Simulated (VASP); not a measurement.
The system is Ru.

```
Ru
1.0
     2.70595    0.00000    0.00000
    -1.35297    2.34342    0.00000
     0.00000    0.00000    4.25791
Ru
2
Direct
  0.33333 0.66667 0.25000
  0.66667 0.33333 0.75000
```

Base run:

| Quantity | Value |
| --- | --- |
| Program | VASP 6.6.1 |
| Functional | r2SCAN |
| Potentials or basis | VASP PAW PBE potentials, release 64 (Ru_pv) |
| Cutoff | 520 eV |
| k mesh | 13 × 13 × 8 |
| Occupations | methfessel-paxton, width 1 eV |
| Spin | no spin polarisation |

Its results: band gap on the k mesh zero (band 14 reaches 14.42 eV, above the bottom of band 15 at 11.17 eV); pressure 0.5 GPa.

Q: The run is repeated on the same cell with these changes: occupations from methfessel-paxton, width 1 eV to methfessel-paxton, width 0.3 eV. What comes out?

A: Band gap on the k mesh zero (band 14 reaches 14.43 eV, above the bottom of band 15 at 11.17 eV); pressure 1.3 GPa.

Caveats: the PAW data sets were made with another functional, which shifts forces and pressure a little.
